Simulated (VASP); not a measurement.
# Sn (Im-3m) in VASP: a series of runs

The runs below take Sn through single point, with r2SCAN.

All numbers are computed with VASP 6.6.1; they aren't measurements. Logs are shortened: lines on timing, memory, paths and dates and some standing lists are left out, and cuts for length are marked.

## 1. The cell of the first run

The structure is cubic, space group Im-3m (No. 229). Conventional cell: a = 3.599 Å, b = 3.599 Å, c = 3.599 Å, α = 90.00°, β = 90.00°, γ = 90.00°. Sn (site symmetry m-3m) has 14 Sn at 3.12 to 3.60 Å within 4.1 Å.

## 2. Single point, r2SCAN

POSCAR reads:

```
Sn
1.0
   -1.7996906417      1.7996906417      1.7996906417
    1.7996906417     -1.7996906417      1.7996906417
    1.7996906417      1.7996906417     -1.7996906417
Sn
1
Direct
    0.0000000000      0.0000000000      0.0000000000
```

INCAR.step1 reads:

```
SYSTEM = Sn
PREC = Accurate
ENCUT = 520
ISMEAR = -1
SIGMA = 0.05
LREAL = .False.
LASPH = .True.
NELM = 100
NBANDS = 13
GGA = PE
ALGO = Normal
EDIFF = 1E-4
LWAVE = .True.
LCHARG = .False.
```

INCAR.step2 reads:

```
SYSTEM = Sn
PREC = Accurate
ENCUT = 520
EDIFF = 1E-6
ISMEAR = -1
SIGMA = 0.05
LREAL = .False.
LASPH = .True.
NELM = 100
ALGO = Normal
ISIF = 2
LWAVE = .False.
LCHARG = .False.
METAGGA = R2SCAN
LMIXTAU = .True.
NBANDS = 13
ISTART = 1
```

KPOINTS reads:

```
regular mesh
0
Gamma
  10 10 10
  0 0 0
```

Potentials or basis: VASP PAW PBE potentials, release 64 (Sn_d).

Command:

```sh
$ cat potpaw_PBE.64/Sn_d/POTCAR > POTCAR
$ cp INCAR.step1 INCAR
$ mpirun -np 1 vasp_std > vasp.out
$ cp INCAR.step2 INCAR
$ mpirun -np 1 vasp_std > vasp.out
```

OUTCAR:

```text
SYSTEM = Sn
   PREC = Accurate
   ENCUT = 520
   EDIFF = 1E-6
   ISMEAR = -1
   LREAL = .False.
   LASPH = .True.
   NELM = 100
   ISIF = 2
   METAGGA = R2SCAN
   ISTART = 1

 ion  position               nearest neighbor table
   1  0.000  0.000  0.000-

  LATTYP: Found a body centered cubic cell.
 ALAT       =     3.5993812834

  Lattice vectors:

 A1 = (  -1.7996906417,   1.7996906417,   1.7996906417)
 A2 = (   1.7996906417,  -1.7996906417,   1.7996906417)
 A3 = (   1.7996906417,   1.7996906417,  -1.7996906417)

Analysis of symmetry for initial positions (statically):
=====================================================================
 Subroutine PRICEL returns:
 Original cell was already a primitive cell.

 Routine SETGRP: Setting up the symmetry group for a
 body centered cubic supercell.

 Subroutine GETGRP returns: Found 48 space group operations
 (whereof 48 operations were pure point group operations)
 out of a pool of 48 trial point group operations.

The static configuration has the point symmetry O_h .

Analysis of symmetry for dynamics (positions and initial velocities):
=====================================================================
 Subroutine PRICEL returns:
 Original cell was already a primitive cell.

 Routine SETGRP: Setting up the symmetry group for a
 body centered cubic supercell.

 Subroutine GETGRP returns: Found 48 space group operations
 (whereof 48 operations were pure point group operations)
 out of a pool of 48 trial point group operations.

The dynamic configuration has the point symmetry O_h .

 Subroutine INISYM returns: Found 48 space group operations
 (whereof 48 operations are pure point group operations),
 and found     1 'primitive' translations

----------------------------------------------------------------------------------------

                                     Primitive cell

  volume of cell :      23.3160

  direct lattice vectors                    reciprocal lattice vectors
    -1.799690642  1.799690642  1.799690642     0.000000000  0.277825526  0.277825526
     1.799690642 -1.799690642  1.799690642     0.277825526  0.000000000  0.277825526
     1.799690642  1.799690642 -1.799690642     0.277825526  0.277825526  0.000000000

  length of vectors
     3.117155629  3.117155629  3.117155629     0.392904627  0.392904627  0.392904627

  position of ions in fractional coordinates (direct lattice)
     0.000000000  0.000000000  0.000000000

  ion indices of the primitive-cell ions
   primitive index   ion index
                 1           1

----------------------------------------------------------------------------------------

 KPOINTS: regular mesh

Automatic generation of k-mesh.
 Grid dimensions read from file:
 generate k-points for:   10   10   10

 Generating k-lattice:

  Cartesian coordinates                     Fractional coordinates (reciprocal lattice)
     0.000000000  0.027782553  0.027782553     0.100000000  0.000000000  0.000000000
     0.027782553  0.000000000  0.027782553     0.000000000  0.100000000  0.000000000
     0.027782553  0.027782553  0.000000000     0.000000000  0.000000000  0.100000000

  Length of vectors
     0.039290463  0.039290463  0.039290463

  Shift w.r.t. Gamma in fractional coordinates (k-lattice)
     0.000000000  0.000000000  0.000000000

 Subroutine IBZKPT returns following result:
 ===========================================

 Found     47 irreducible k-points:

 Following reciprocal coordinates:
            Coordinates               Weight
  0.000000  0.000000  0.000000      1.000000
  0.100000  0.000000  0.000000     12.000000
  0.200000  0.000000  0.000000     12.000000
  0.300000  0.000000  0.000000     12.000000
  0.400000  0.000000  0.000000     12.000000
  0.500000  0.000000  0.000000      6.000000
[... 16 lines left out ...]
  0.300000  0.300000  0.100000      8.000000
 -0.300000  0.300000  0.100000     24.000000
 [... further k-points ...]
   k-points           NKPTS =     47   k-points in BZ     NKDIM =     47   number of bands    NBANDS=     13
   number of dos      NEDOS =    301   number of ions     NIONS =      1
   total plane-waves  NPLWV =  13824
   dimension x,y,z NGX =    24 NGY =   24 NGZ =   24
   dimension x,y,z NGXF=    48 NGYF=   48 NGZF=   48
   ions per type =               1
   NGX,Y,Z   is equivalent  to a cutoff of  12.80, 12.80, 12.80 a.u.
   NGXF,Y,Z  is equivalent  to a cutoff of  25.60, 25.60, 25.60 a.u.
 SYSTEM =  Sn
   PREC   = accura    normal or accurate (medium, high low for compatibility)
   ISTART =      1    job   : 0-new  1-cont  2-samecut
   ICHARG =      0    charge: 1-file 2-atom 10-const
   ISPIN  =      1    spin polarized calculation?
   LNONCOLLINEAR =      F non collinear calculations
   LSORBIT =      F    spin-orbit coupling
   LASPH  =      T    aspherical Exc in radial PAW
   ENCUT  =  520.0 eV  38.22 Ry    6.18 a.u.   5.80  5.80  5.80*2*pi/ulx,y,z
   NELM   =    100;   NELMIN=  2; NELMDL=  0     # of ELM steps
   EDIFF  = 0.1E-05   stopping-criterion for ELM
   LREAL  =      F    real-space projection
   EDIFFG = 0.1E-04   stopping-criterion for IOM
   NSW    =      0    number of steps for IOM
   IBRION =     -1    ionic relax: 0-MD 1-quasi-New 2-CG
   NFREE  =      0    steps in history (QN), initial steepest desc. (CG)
   ISIF   =      2    stress and relaxation
   ISYM   =      2    0-nonsym 1-usesym 2-fastsym
   POTIM  = 0.5000    time-step for ionic-motion
   TEBEG  =    0.0;   TEEND  =   0.0 temperature during run
   PSTRESS=    0.0 pullay stress
   NELECT =      14.0000    total number of electrons
   NUPDOWN=      -1.0000    fix difference up-down
   EMIN   =  10.00;   EMAX   =-10.00  energy-range for DOS
   EFERMI =   0.00;   METHOD = LEGACY
   ISMEAR =    -1;   SIGMA  =   0.05  broadening in eV -4-tet -1-fermi 0-gaus
   EFERMI_NEDOS =   21; number of points for ismear=-14 and -15
   IALGO  =     38    algorithm
   IMIX   =      4    mixing-type and parameters
     AMIX     =   0.40;   BMIX     =  1.00
     AMIX_MAG =   1.60;   BMIX_MAG =  1.00
  volume/ion in A,a.u.               =      23.32       157.34
  Fermi-wavevector in a.u.,A,eV,Ry     =   1.381125  2.609948 25.953198  1.907506
  Thomas-Fermi vector in A             =   2.505938
   LORBIT       =      0    0 simple, 1 ext, 2 COOP (PROOUT), +10 PAW based schemes
   METAGGA = R2SCAN    functional components
   LHFCALC =     F    Hartree Fock is set to
   AEXX    =    0.0000 exact exchange contribution
   IVDW    =     0    specifies the selected vdW correction
   LEPSILON=     F    determine dielectric tensor
   LRPA    =     F    only Hartree local field effects (RPA)
 non-spin polarized calculation
  energy-cutoff  :      520.00
  volume of cell :       23.32
 maximum number of plane-waves:       642
   NGX = 11   NGY = 11   NGZ = 11

 number of electron      13.9999998 magnetization

 Free energy of the ion-electron system (eV)
  ---------------------------------------------------
  ext. energy  EPLUGINS =         0.00000000
  ---------------------------------------------------
  free energy    TOTEN  =       -24.39614205 eV

  energy without entropy =      -24.39360161  energy(sigma->0) =      -24.39487183

 E-fermi :  10.0742     XC(G=0): -12.1256

 val. band max:        9.8762048767   @ k =  -0.4000   0.4000   0.4000
 cond. band min:      10.0931976246   @ k =   0.4000   0.2000  -0.0000
 fundamental gap:      0.2169927479
 Fermi energy:        10.0742425318

 k-point     1 :       0.0000    0.0000    0.0000
  band No.  band energies     occupation
      1     -12.3763      2.00000
      2     -12.3762      2.00000
      3     -12.3762      2.00000
      4     -12.1383      2.00000
      5     -12.1383      2.00000
      6      -2.8804      2.00000
      7      20.1275      0.00000
      8      20.1275      0.00000
      9      20.1275      0.00000
     10      23.1897      0.00000
     11      23.1897      0.00000
     12      23.1897      0.00000
     13      24.5332      0.00000

 k-point     2 :       0.1000    0.0000    0.0000
  band No.  band energies     occupation
      1     -12.3843      2.00000
      2     -12.3665      2.00000
      3     -12.3413      2.00000
      4     -12.1470      2.00000
      5     -12.1392      2.00000
      6      -2.6184      2.00000
      7      17.8572      0.00000
      8      18.9960      0.00000
      9      19.6553      0.00000
     10      21.8309      0.00000
     11      22.0426      0.00000
     12      22.9738      0.00000
     13      25.4654      0.00000

 k-point     3 :       0.2000    0.0000    0.0000
  band No.  band energies     occupation
      1     -12.4054      2.00000
      2     -12.3479      2.00000
      3     -12.2488      2.00000
      4     -12.1649      2.00000
      5     -12.1416      2.00000
      6      -1.8272      2.00000
      7      13.9647      0.00000
      8      17.1977      0.00000
      9      18.5225      0.00000
     10      20.8054      0.00000
     11      20.8214      0.00000
     12      23.4594      0.00000
     13      26.1111      0.00000
[... 305 lines left out ...]
 k-point    23 :       0.3000    0.3000    0.1000
  band No.  band energies     occupation
      1     -12.3903      2.00000
      2     -12.2209      2.00000
      3     -12.2209      2.00000
      4     -12.1402      2.00000
      5     -12.1402      2.00000
      6       4.6870      2.00000
      7       7.0871      2.00000
      8       7.0871      2.00000
      9      11.8643      0.00000
     10      26.8386      0.00000
     11      26.8387      0.00000
     12      27.0109      0.00000
     13      31.0518      0.00000

 k-point    24 :      -0.3000    0.3000    0.1000
  band No.  band energies     occupation
      1     -12.3941      2.00000
      2     -12.3246      2.00000
      3     -12.1962      2.00000
      4     -12.1533      2.00000
      5     -12.1367      2.00000
      6      -0.2385      2.00000
      7      10.4234      0.00185
      8      14.6560      0.00000
      9      16.3068      0.00000
     10      20.4730      0.00000
     11      21.3187      0.00000
     12      22.6274      0.00000
     13      29.2591      0.00000

 [... further k-points ...]

------------------------ aborting loop because EDIFF is reached ----------------------------------------

  FORCE on cell =-STRESS in cart. coord.  units (eV):
  Direction    XX          YY          ZZ          XY          YZ          ZX
  --------------------------------------------------------------------------------------
  -------------------------------------------------------------------------------------
  Total        1.4653881      1.4653881      1.4653881     -0.0000000      0.0000000     -0.0000000
  in kB      100.6954099    100.6954099    100.6954099     -0.0000000      0.0000000     -0.0000000
  external PRESSURE =     100.6954099 kB  Pullay stress =       0.0000000 kB

 VOLUME and BASIS-vectors are now :
 -----------------------------------------------------------------------------
  energy-cutoff  :      520.00
  volume of cell :       23.32
      direct lattice vectors                 reciprocal lattice vectors
    -1.799690642  1.799690642  1.799690642     0.000000000  0.277825526  0.277825526
     1.799690642 -1.799690642  1.799690642     0.277825526  0.000000000  0.277825526
     1.799690642  1.799690642 -1.799690642     0.277825526  0.277825526  0.000000000

 POSITION                                       TOTAL-FORCE (eV/Angst)
 -----------------------------------------------------------------------------------
      0.00000      0.00000      0.00000         0.000000      0.000000     -0.000000
 -----------------------------------------------------------------------------------
    total drift:                                0.000000      0.000000      0.000000

  FREE ENERGIE OF THE ION-ELECTRON SYSTEM (eV)
  ---------------------------------------------------
  free  energy   TOTEN  =       -24.3961420534 eV

  energy  without entropy=      -24.3936016075  energy(sigma->0) =      -24.39487183
```

Run time: 30 s. Hardware: 1 thread of Intel Xeon 6975P-C, shared host; peak memory 0.15 GiB.

Results:

| Quantity | Value |
| --- | --- |
| Free energy | -24.3961 eV |
| Pressure | 10.1 GPa |
| Band gap on the k mesh | zero (band 7 reaches 20.13 eV, above the bottom of band 8 at 7.09 eV) |

Caveat: the PAW data sets were made with another functional, which shifts forces and pressure a little; spin-orbit coupling is left out, which moves the levels of the heavy elements.

## 3. Single point, r2SCAN

This run uses another cell than the first one, of 24.69 Å³/atom, 1.059 times its volume.

POSCAR reads:

```
Sn
1.0
   -1.8343782817      1.8343782817      1.8343782817
    1.8343782817     -1.8343782817      1.8343782817
    1.8343782817      1.8343782817     -1.8343782817
Sn
1
Direct
    0.0000000000      0.0000000000      0.0000000000
```

INCAR.step1 reads:

```
SYSTEM = Sn
PREC = Accurate
ENCUT = 520
ISMEAR = -1
SIGMA = 0.05
LREAL = .FALSE.
LASPH = .TRUE.
NELM = 60
NBANDS = 13
GGA = PE
ALGO = Normal
EDIFF = 1E-4
LWAVE = .TRUE.
LCHARG = .FALSE.
```

INCAR.step2 reads:

```
SYSTEM = Sn
PREC = Accurate
ENCUT = 520
EDIFF = 1E-6
ISMEAR = -1
SIGMA = 0.05
LREAL = .FALSE.
LASPH = .TRUE.
NELM = 60
ALGO = Normal
ISIF = 2
LWAVE = .FALSE.
LCHARG = .FALSE.
METAGGA = R2SCAN
LMIXTAU = .TRUE.
NBANDS = 13
ISTART = 1
```

KPOINTS reads:

```
regular mesh
0
G
  10 10 10
  0 0 0
```

Potentials or basis: VASP PAW PBE potentials, release 64 (Sn_d).

Command:

```sh
$ cat potpaw_PBE.64/Sn_d/POTCAR > POTCAR
$ cp INCAR.step1 INCAR
$ mpirun -np 1 vasp_std > vasp.out
$ cp INCAR.step2 INCAR
$ mpirun -np 1 vasp_std > vasp.out
```

It took 30 s on 1 thread of Intel Xeon 6975P-C, shared host; peak memory 0.15 GiB.

It converged, with:

- Free energy: -24.4604 eV
- Pressure: 5.0 GPa
- Band gap on the k mesh: zero (band 7 reaches 18.70 eV, above the bottom of band 8 at 6.51 eV)

Levels at points of the mesh, in eV from the Fermi level:
| k point | band 4 | band 5 | band 6 | band 7 | band 8 | band 9 | band 10 | band 11 |
| --- | --- | --- | --- | --- | --- | --- | --- | --- |
| (0.00, 0.00, 0.00) | -22.17 | -22.17 | -12.44 | 9.42 | 9.42 | 9.42 | 13.05 | 13.05 |
| (0.50, 0.00, 0.00) | -22.18 | -22.05 | -6.77 | -5.25 | 4.10 | 6.19 | 8.94 | 9.13 |
| (0.50, 0.50, 0.50) | -22.08 | -22.08 | -1.69 | -0.72 | -0.72 | -0.72 | 4.10 | 4.10 |

Caveat: the PAW data sets were made with another functional, which shifts forces and pressure a little; spin-orbit coupling is left out, which moves the levels of the heavy elements.

## 4. Single point, r2SCAN

This run uses another cell than the first one, of 25.80 Å³/atom, 1.107 times its volume.

POSCAR reads:

```
Sn
1.0
   -1.8614607159      1.8614607159      1.8614607159
    1.8614607159     -1.8614607159      1.8614607159
    1.8614607159      1.8614607159     -1.8614607159
Sn
1
Direct
    0.0000000000      0.0000000000      0.0000000000
```

INCAR.step1 reads:

```
  PREC = Accurate
  ENCUT = 520
  ISMEAR = -1
  SIGMA = 0.05
  LREAL = F
  LASPH = T
  NELM = 60
  NBANDS = 13
  GGA = PE
  ALGO = Normal
  EDIFF = 1E-4
  LWAVE = T
  LCHARG = F
```

INCAR.step2 reads:

```
  PREC = Accurate
  ENCUT = 520
  EDIFF = 1E-6
  ISMEAR = -1
  SIGMA = 0.05
  LREAL = F
  LASPH = T
  NELM = 60
  ALGO = Normal
  ISIF = 2
  LWAVE = F
  LCHARG = F
  METAGGA = R2SCAN
  LMIXTAU = T
  NBANDS = 13
  ISTART = 1
```

KPOINTS reads:

```
regular mesh
0
Gamma
  10 10 10
```

Command:

```sh
$ cat potpaw_PBE.64/Sn_d/POTCAR > POTCAR
$ cp INCAR.step1 INCAR
$ mpirun -np 1 vasp_std > vasp.out
$ cp INCAR.step2 INCAR
$ mpirun -np 1 vasp_std > vasp.out
```

Wall time 31 s (1 thread of Intel Xeon 6975P-C, shared host); peak memory 0.15 GiB.

Results (log left out):

| Property | Result |
| --- | --- |
| Free energy | -24.4848 eV |
| Pressure | 2.0 GPa |
| Band gap on the k mesh | zero (band 7 reaches 17.65 eV, above the bottom of band 8 at 6.09 eV) |

Levels at points of the mesh, in eV from the Fermi level:
| k point | band 5 | band 6 | band 7 | band 8 | band 9 | band 10 |
| --- | --- | --- | --- | --- | --- | --- |
| (0.00, 0.00, 0.00) | -22.14 | -12.06 | 8.97 | 8.97 | 8.97 | 13.00 |
| (0.50, 0.00, 0.00) | -22.03 | -6.70 | -4.98 | 3.94 | 6.05 | 8.80 |
| (0.50, 0.50, 0.50) | -22.06 | -1.98 | -0.65 | -0.65 | -0.65 | 4.15 |

Caveat: the PAW data sets were made with another functional, which shifts forces and pressure a little; spin-orbit coupling is left out, which moves the levels of the heavy elements.

## 5. Single point, r2SCAN

This run uses another cell than the first one, of 26.76 Å³/atom, 1.148 times its volume.

POSCAR reads:

```
Sn
1.0
   -1.8842933537      1.8842933537      1.8842933537
    1.8842933537     -1.8842933537      1.8842933537
    1.8842933537      1.8842933537     -1.8842933537
Sn
1
Direct
    0.0000000000      0.0000000000      0.0000000000
```

INCAR.step1 reads:

```
PREC = Accurate ; ENCUT = 520
ISMEAR = -1 ; SIGMA = 0.05
LREAL = False ; LASPH = True
NELM = 80 ; NBANDS = 13
GGA = PE ; ALGO = Normal
EDIFF = 1E-4 ; LWAVE = True
LCHARG = False
```

INCAR.step2 reads:

```
PREC = Accurate ; ENCUT = 520
EDIFF = 1E-6 ; ISMEAR = -1
SIGMA = 0.05 ; LREAL = False
LASPH = True ; NELM = 80
ALGO = Normal ; ISIF = 2
LWAVE = False ; LCHARG = False
METAGGA = R2SCAN ; LMIXTAU = True
NBANDS = 13 ; ISTART = 1
```

KPOINTS is that of step 4.

Command:

```sh
$ cat potpaw_PBE.64/Sn_d/POTCAR > POTCAR
$ cp INCAR.step1 INCAR
$ mpirun -np 1 vasp_std > vasp.out
$ cp INCAR.step2 INCAR
$ mpirun -np 1 vasp_std > vasp.out
```

Run time: 30 s. Hardware: 1 thread of Intel Xeon 6975P-C, shared host; peak memory 0.15 GiB.

Results (log left out):

```
Free energy            : -24.4912 eV
Pressure               : 0.0 GPa
Band gap on the k mesh : zero (band 7 reaches 16.81 eV, above the bottom of band 8 at 5.76 eV)
```

Levels at points of the mesh, in eV from the Fermi level:
```tsv
k point	band 5	band 6	band 7	band 8	band 9	band 10
(0.00, 0.00, 0.00)	-22.11	-11.76	8.60	8.60	8.60	12.96
(0.50, 0.00, 0.00)	-22.02	-6.65	-4.76	3.82	5.93	8.68
(0.50, 0.50, 0.50)	-22.04	-2.21	-0.60	-0.60	-0.60	4.19
```

Caveat: the PAW data sets were made with another functional, which shifts forces and pressure a little; spin-orbit coupling is left out, which moves the levels of the heavy elements.

## 6. Overview

| cell | gap on the mesh (eV) | pressure (GPa) |
| --- | --- | --- |
| a = 3.117 Å, angles 109.5°, 1 atom | none | 10.1 |
| a = 3.177 Å, angles 109.5°, 1 atom | none | 5.0 |
| a = 3.224 Å, angles 109.5°, 1 atom | none | 2.0 |
| a = 3.264 Å, angles 109.5°, 1 atom | none | 0.0 |

Alike in all rows: task single point; level r2SCAN; potentials or basis VASP PAW PBE potentials, release 64 (Sn_d); no spin polarisation; k mesh 10 × 10 × 10; cutoff (eV) 520; smearing fermi-dirac 0.05 eV.

Caveats: the PAW data sets were made with another functional, which shifts forces and pressure a little; spin-orbit coupling is left out, which moves the levels of the heavy elements.

Total energies depend on the potentials used, so only differences within one code and one set of settings carry meaning.
